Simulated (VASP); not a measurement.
# BaTiO3 (Amm2) in VASP: single point with r2SCAN

Aim: the single point of BaTiO3 with r2SCAN.

Everything below comes from runs of VASP 6.6.1. Logs are shortened: lines on timing, memory, paths and dates and some standing lists are left out, and cuts for length are marked.

### Step 1. The cell of the first run

It takes space group Amm2 (No. 38, orthorhombic). Conventional cell: a = 3.964 Å, b = 5.715 Å, c = 5.748 Å, α = 90.00°, β = 90.00°, γ = 90.00°. Within 3.7 Å of Ba (site symmetry mm2) lie 12 O at 2.77 to 2.98 Å and 8 Ti at 3.42 to 3.57 Å. Ti (site symmetry mm2) has 6 O at 1.85 to 2.21 Å within 2.5 Å. O (site symmetry m) has 2 Ti at 1.85 to 2.21 Å within 2.5 Å. O (site symmetry mm2) has 2 Ti at 1.99 Å within 2.6 Å.

### Step 2. Single point, r2SCAN

Input file POSCAR:

```
BaTiO3
1.0
    3.9637522852      0.0000000000      0.0000000000
    0.0000000000      2.8576365604      2.8739578186
    0.0000000000     -2.8576365604      2.8739578186
Ba Ti O
1 1 3
Direct
    0.0000000000      0.0049801130      0.0049801130
    0.5000000000      0.5205342597      0.5205342597
    0.5000000000      0.9767858690      0.4905808787
    0.5000000000      0.4905808787      0.9767858690
    0.0000000000      0.4870188797      0.4870188797
```

Input file INCAR.step1:

```
  ALGO = Normal
  EDIFF = 1E-4
  ENCUT = 520
  GGA = PE
  ISMEAR = 0
  LASPH = True
  LCHARG = False
  LREAL = False
  LWAVE = True
  NBANDS = 28
  NELM = 80
  PREC = Accurate
  SIGMA = 0.02
```

Input file INCAR.step2:

```
  ALGO = Normal
  EDIFF = 1E-7
  ENCUT = 520
  ISIF = 2
  ISMEAR = 0
  ISTART = 1
  LASPH = True
  LCHARG = True
  LELF = True
  LMIXTAU = True
  LREAL = False
  LVHAR = True
  LWAVE = False
  METAGGA = R2SCAN
  NBANDS = 28
  NELM = 80
  PREC = Accurate
  SIGMA = 0.02
```

Input file KPOINTS:

```
k-points
0
Gamma
  6 6 6
```

Potentials or basis: VASP PAW PBE potentials, release 64 (Ba_sv, Ti_sv, O).

Started as:

```bash
cat potpaw_PBE.64/Ba_sv/POTCAR potpaw_PBE.64/Ti_sv/POTCAR potpaw_PBE.64/O/POTCAR > POTCAR
cp INCAR.step1 INCAR
mpirun -np 1 vasp_std > vasp.out
cp INCAR.step2 INCAR
mpirun -np 1 vasp_std > vasp.out
```

OUTCAR:

```text
EDIFF = 1E-7
   ENCUT = 520
   ISIF = 2
   ISMEAR = 0
   ISTART = 1
   LASPH = True
   LREAL = False
   METAGGA = R2SCAN
   NELM = 80
   PREC = Accurate

 ion  position               nearest neighbor table
   1  0.000  0.005  0.005-   5 2.77   4 2.79   3 2.79   3 2.79   4 2.79   5 2.86   5 2.86   4 2.88
                             3 2.88   3 2.88   4 2.88   5 2.98   2 3.42   2 3.42   2 3.48   2 3.48
   2  0.500  0.521  0.521-   3 1.85   4 1.85   5 1.99   5 1.99   3 2.21   4 2.21   1 3.42   1 3.42
                             1 3.48   1 3.48   1 3.48   1 3.48   1 3.57   1 3.57
   3  0.500  0.977  0.491-   2 1.85   2 2.21   1 2.79   1 2.79   1 2.88   1 2.88
   4  0.500  0.491  0.977-   2 1.85   2 2.21   1 2.79   1 2.79   1 2.88   1 2.88
   5  0.000  0.487  0.487-   2 1.99   2 1.99   1 2.77   1 2.86   1 2.86   1 2.98

  LATTYP: Found a base centered orthorhombic cell.
 ALAT       =     5.7152731208
 B/A-ratio  =     1.0057114535
 C/A-ratio  =     0.6935368094

  Lattice vectors:

 A1 = (   0.0000000000,   2.8576365604,  -2.8739578186)
 A2 = (   0.0000000000,   2.8576365604,   2.8739578186)
 A3 = (   3.9637522852,   0.0000000000,   0.0000000000)

Analysis of symmetry for initial positions (statically):
=====================================================================
 Subroutine PRICEL returns:
 Original cell was already a primitive cell.

 Routine SETGRP: Setting up the symmetry group for a
 base centered orthorhombic supercell.

 Subroutine GETGRP returns: Found  4 space group operations
 (whereof  4 operations were pure point group operations)
 out of a pool of  8 trial point group operations.

The static configuration has the point symmetry C_2v.

Analysis of symmetry for dynamics (positions and initial velocities):
=====================================================================
 Subroutine PRICEL returns:
 Original cell was already a primitive cell.

 Routine SETGRP: Setting up the symmetry group for a
 base centered orthorhombic supercell.

 Subroutine GETGRP returns: Found  4 space group operations
 (whereof  4 operations were pure point group operations)
 out of a pool of  8 trial point group operations.

The dynamic configuration has the point symmetry C_2v.

 Subroutine INISYM returns: Found  4 space group operations
 (whereof  4 operations are pure point group operations),
 and found     1 'primitive' translations

----------------------------------------------------------------------------------------

                                     Primitive cell

  volume of cell :      65.1064

  direct lattice vectors                    reciprocal lattice vectors
     3.963752285  0.000000000  0.000000000     0.252286200  0.000000000  0.000000000
     0.000000000  2.857636560  2.873957819     0.000000000  0.174969766  0.173976109
     0.000000000 -2.857636560  2.873957819     0.000000000 -0.174969766  0.173976109

  length of vectors
     3.963752285  4.052865684  4.052865684     0.252286200  0.246742995  0.246742995

  position of ions in fractional coordinates (direct lattice)
     0.000000000  0.004980113  0.004980113
     0.500000000  0.520534260  0.520534260
     0.500000000  0.976785869  0.490580879
     0.500000000  0.490580879  0.976785869
     0.000000000  0.487018880  0.487018880

  ion indices of the primitive-cell ions
   primitive index   ion index
                 1           1
                 2           2
                 3           3
                 4           4
                 5           5

----------------------------------------------------------------------------------------

 KPOINTS: k-points

Automatic generation of k-mesh.
 Grid dimensions read from file:
 generate k-points for:    6    6    6

 Generating k-lattice:

  Cartesian coordinates                     Fractional coordinates (reciprocal lattice)
     0.042047700  0.000000000  0.000000000     0.166666667  0.000000000  0.000000000
     0.000000000  0.029161628  0.028996018     0.000000000  0.166666667  0.000000000
     0.000000000 -0.029161628  0.028996018     0.000000000  0.000000000  0.166666667

  Length of vectors
     0.042047700  0.041123833  0.041123833

  Shift w.r.t. Gamma in fractional coordinates (k-lattice)
     0.000000000  0.000000000  0.000000000

 Subroutine IBZKPT returns following result:
 ===========================================

 Found     52 irreducible k-points:

 Following reciprocal coordinates:
            Coordinates               Weight
  0.000000  0.000000  0.000000      1.000000
  0.166667  0.000000  0.000000      2.000000
  0.333333  0.000000  0.000000      2.000000
  0.500000  0.000000  0.000000      1.000000
  0.000000  0.166667 -0.000000      4.000000
  0.166667  0.166667 -0.000000      8.000000
[... 16 lines left out ...]
  0.333333  0.333333  0.166667      8.000000
  0.500000  0.333333  0.166667      4.000000
 [... further k-points ...]
   k-points           NKPTS =     52   k-points in BZ     NKDIM =     52   number of bands    NBANDS=     28
   number of dos      NEDOS =    301   number of ions     NIONS =      5
   total plane-waves  NPLWV =  27000
   dimension x,y,z NGX =    30 NGY =   30 NGZ =   30
   dimension x,y,z NGXF=    60 NGYF=   60 NGZF=   60
   ions per type =               1   1   3
   NGX,Y,Z   is equivalent  to a cutoff of  12.58, 12.31, 12.31 a.u.
   NGXF,Y,Z  is equivalent  to a cutoff of  25.16, 24.61, 24.61 a.u.
 SYSTEM =  unknown system
   PREC   = accura    normal or accurate (medium, high low for compatibility)
   ISTART =      1    job   : 0-new  1-cont  2-samecut
   ICHARG =      0    charge: 1-file 2-atom 10-const
   ISPIN  =      1    spin polarized calculation?
   LNONCOLLINEAR =      F non collinear calculations
   LSORBIT =      F    spin-orbit coupling
   LASPH  =      T    aspherical Exc in radial PAW
   ENCUT  =  520.0 eV  38.22 Ry    6.18 a.u.   7.37  7.54  7.54*2*pi/ulx,y,z
   NELM   =     80;   NELMIN=  2; NELMDL=  0     # of ELM steps
   EDIFF  = 0.1E-06   stopping-criterion for ELM
   LREAL  =      F    real-space projection
   EDIFFG = 0.1E-05   stopping-criterion for IOM
   NSW    =      0    number of steps for IOM
   IBRION =     -1    ionic relax: 0-MD 1-quasi-New 2-CG
   NFREE  =      0    steps in history (QN), initial steepest desc. (CG)
   ISIF   =      2    stress and relaxation
   ISYM   =      2    0-nonsym 1-usesym 2-fastsym
   POTIM  = 0.5000    time-step for ionic-motion
   TEBEG  =    0.0;   TEEND  =   0.0 temperature during run
   PSTRESS=    0.0 pullay stress
   NELECT =      40.0000    total number of electrons
   NUPDOWN=      -1.0000    fix difference up-down
   EMIN   =  10.00;   EMAX   =-10.00  energy-range for DOS
   EFERMI =   0.00;   METHOD = LEGACY
   ISMEAR =     0;   SIGMA  =   0.02  broadening in eV -4-tet -1-fermi 0-gaus
   EFERMI_NEDOS =   21; number of points for ismear=-14 and -15
   IALGO  =     38    algorithm
   IMIX   =      4    mixing-type and parameters
     AMIX     =   0.40;   BMIX     =  1.00
     AMIX_MAG =   1.60;   BMIX_MAG =  1.00
  volume/ion in A,a.u.               =      13.02        87.87
  Fermi-wavevector in a.u.,A,eV,Ry     =   1.391725  2.629980 26.353116  1.936899
  Thomas-Fermi vector in A             =   2.515537
   LORBIT       =      0    0 simple, 1 ext, 2 COOP (PROOUT), +10 PAW based schemes
   METAGGA = R2SCAN    functional components
   LHFCALC =     F    Hartree Fock is set to
   AEXX    =    0.0000 exact exchange contribution
   IVDW    =     0    specifies the selected vdW correction
   LEPSILON=     F    determine dielectric tensor
   LRPA    =     F    only Hartree local field effects (RPA)
 non-spin polarized calculation
 Gauss-broadening in eV      SIGMA  =   0.02
  energy-cutoff  :      520.00
  volume of cell :       65.11
 maximum number of plane-waves:      1781
 NGX is ok and might be reduce to    30
   NGX = 15   NGY = 15   NGZ = 15

 number of electron      40.0000000 magnetization

 Free energy of the ion-electron system (eV)
  ---------------------------------------------------
  ext. energy  EPLUGINS =         0.00000000
  ---------------------------------------------------
  free energy    TOTEN  =       -74.26634641 eV

  energy without entropy =      -74.26634641  energy(sigma->0) =      -74.26634641

 E-fermi :   3.4996     XC(G=0): -11.8106

 val. band max:        3.4091826227   @ k =   0.5000   0.5000   0.5000
 cond. band min:       6.0504893008   @ k =   0.0000   0.0000   0.0000
 fundamental gap:      2.6413066781
 Fermi energy:         3.4996037210

 k-point     1 :       0.0000    0.0000    0.0000
  band No.  band energies     occupation
      1     -55.1793      2.00000
      2     -30.4041      2.00000
      3     -30.4012      2.00000
      4     -30.3320      2.00000
      5     -22.1482      2.00000
      6     -14.4103      2.00000
[... 20 lines left out ...]
     27       9.1010      0.00000
     28      11.4620      0.00000

 k-point     2 :       0.1667    0.0000    0.0000
  band No.  band energies     occupation
      1     -55.1789      2.00000
      2     -30.4036      2.00000
      3     -30.4006      2.00000
      4     -30.3483      2.00000
      5     -22.1160      2.00000
      6     -14.4276      2.00000
[... 20 lines left out ...]
     27       9.6058      0.00000
     28      12.1218      0.00000

 k-point     3 :       0.3333    0.0000    0.0000
  band No.  band energies     occupation
      1     -55.1783      2.00000
      2     -30.4024      2.00000
      3     -30.3995      2.00000
      4     -30.3807      2.00000
      5     -22.0503      2.00000
      6     -14.5440      2.00000
[... 20 lines left out ...]
     27      10.7632      0.00000
     28      12.2680      0.00000

 k-point     4 :       0.5000    0.0000    0.0000
  band No.  band energies     occupation
      1     -55.1779      2.00000
      2     -30.4019      2.00000
      3     -30.3988      2.00000
      4     -30.3968      2.00000
      5     -22.0167      2.00000
      6     -14.6235      2.00000
[... 578 lines left out ...]
     27      11.4545      0.00000
     28      12.5009      0.00000

 k-point    23 :       0.3333    0.3333    0.1667
  band No.  band energies     occupation
      1     -55.1773      2.00000
      2     -30.4376      2.00000
      3     -30.4118      2.00000
      4     -30.3782      2.00000
      5     -21.9746      2.00000
      6     -14.1893      2.00000
[... 20 lines left out ...]
     27      12.1965      0.00000
     28      12.3666      0.00000

 k-point    24 :       0.5000    0.3333    0.1667
  band No.  band energies     occupation
      1     -55.1770      2.00000
      2     -30.4367      2.00000
      3     -30.4112      2.00000
      4     -30.3940      2.00000
      5     -21.9508      2.00000
      6     -14.1487      2.00000
[... 20 lines left out ...]
     27      12.1631      0.00000
     28      12.5813      0.00000

 [... further k-points ...]
[... 5 lines left out ...]
  --------------------------------------------------------------------------------------
  -------------------------------------------------------------------------------------
  Total        0.7500885      0.8243364      0.7691924      0.0000000      0.0000000      0.0000000
  in kB       18.4586197     20.2857560     18.9287388      0.0000000      0.0000000      0.0000000
  external PRESSURE =      19.2243715 kB  Pullay stress =       0.0000000 kB

 VOLUME and BASIS-vectors are now :
 -----------------------------------------------------------------------------
  energy-cutoff  :      520.00
  volume of cell :       65.11
      direct lattice vectors                 reciprocal lattice vectors
     3.963752285  0.000000000  0.000000000     0.252286200  0.000000000  0.000000000
     0.000000000  2.857636560  2.873957819     0.000000000  0.174969766  0.173976109
     0.000000000 -2.857636560  2.873957819     0.000000000 -0.174969766  0.173976109

 POSITION                                       TOTAL-FORCE (eV/Angst)
 -----------------------------------------------------------------------------------
      0.00000      0.00000      0.02863         0.000000      0.000000     -0.031542
      1.98188      0.00000      2.99199         0.000000      0.000000     -0.172197
      1.98188      1.38940      4.21715         0.000000      0.078983      0.094162
      1.98188     -1.38940      4.21715         0.000000     -0.078983      0.094162
      0.00000      0.00000      2.79934         0.000000      0.000000      0.015414
 -----------------------------------------------------------------------------------
    total drift:                                0.000000     -0.000001      0.011377

  FREE ENERGIE OF THE ION-ELECTRON SYSTEM (eV)
  ---------------------------------------------------
  free  energy   TOTEN  =       -74.2663464110 eV

  energy  without entropy=      -74.2663464110  energy(sigma->0) =      -74.26634641
```

It took 6.1 min on 1 thread of Intel Xeon Platinum 8488C (Sapphire Rapids), shared host; peak memory 0.24 GiB.

Results:

```yaml
Free_energy: -74.2663 eV
Pressure: 1.9 GPa
Largest_force: 0.172 eV/Å
Band_gap_on_the_k_mesh: 2.64 eV, indirect (least direct gap 3.11 eV)
```

Forces on the atoms (eV/Å):
```
Ba   0.000  0.000 -0.032
Ti   0.000  0.000 -0.172
O    0.000  0.079  0.094
O    0.000 -0.079  0.094
O    0.000  0.000  0.015
```

Caveat: the PAW data sets were made with another functional, which shifts forces and pressure a little; spin-orbit coupling is left out, which moves the levels of the heavy elements. r2SCAN opens gaps a little over a GGA but as a rule still falls short of measured ones.
